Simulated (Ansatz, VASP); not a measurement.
## Two plane-wave programs on ScSi2

INCAR

```
SYSTEM = ScSi2
PREC = Accurate
ENCUT = 520
EDIFF = 1E-8
ISMEAR = -1
SIGMA = 0.05
LREAL = .FALSE.
LASPH = .TRUE.
NELM = 100
ALGO = Normal
ISIF = 2
LWAVE = .FALSE.
LCHARG = .FALSE.
GGA = PE
LEFG = .TRUE.
NBANDS = 16
```

The input KPOINTS:

```
Automatic mesh
0
G
  10 10 8
  0 0 0
```

File POSCAR:

```
ScSi2
1.0
    3.6600000000      0.0000000000      0.0000000000
   -1.8300000000      3.1696529779      0.0000000000
    0.0000000000      0.0000000000      3.8700000000
Sc Si
1 2
Direct
    0.0000000000      0.0000000000      0.0000000000
    0.3133333333      0.6566666667      0.5000000000
    0.6866666667      0.3433333333      0.5000000000
```

Input for Ansatz:

```yaml
crystal:
  lattice:
    - [3.66, 0.0, 0.0]
    - [-1.83, 3.1696529779, 0.0]
    - [0.0, 0.0, 3.87]
  atoms:
    - { symbol: Sc, position: [0.0, 0.0, 0.0] }
    - { symbol: Si, position: [0.3133333333, 0.6566666667, 0.5] }
    - { symbol: Si, position: [0.6866666667, 0.3433333333, 0.5] }
kpoints:
  mp_grid: { grid: [10, 10, 8] }
scf:
  occupations: { method: fermi_dirac, width: 0.05 }
hamiltonian:
  xc: pbe
  pseudopotentials: { kind: paw }
output:
  forces: true
  stress: true
  eigenvalues: true
  efg: { contact_densities: true }
  populations: true
```

Change from the starting cell: shortest bond scaled by 0.94, PAW files.

Alike in both runs: task electric field gradients; functional PBE; k mesh 10 × 10 × 8; occupations fermi-dirac, width 0.05 eV; no spin polarisation.

```csv
,VASP,Ansatz
version,VASP 6.6.1,Ansatz 0.2.0
potentials or method,"VASP PAW PBE potentials, release 64 (Sc_sv, Si)","PAW with Ansatz's default frozen-core files, scalar-relativistic"
plane-wave cutoff (eV),520,420
valence electrons in the cell,19,19
```

Ansatz gave:

```
pressure (GPa)                                                : 26.9
traceless stress, the component that is largest in VASP (GPa) : -25.89
rms of the force components (eV/Å)                            : 1.796
size of Vzz on the site where it differs most (V/Å²)          : 18.2
```

**Question.** What did VASP give for the same quantities?

**Answer.** Pressure (GPa): 26.9; traceless stress, the component that is largest in VASP (GPa): -25.68; rms of the force components (eV/Å): 1.787; size of Vzz on the site where it differs most (V/Å²): 23.8.

Atom by atom the forces differ by 0.010 eV/Å (rms over components).
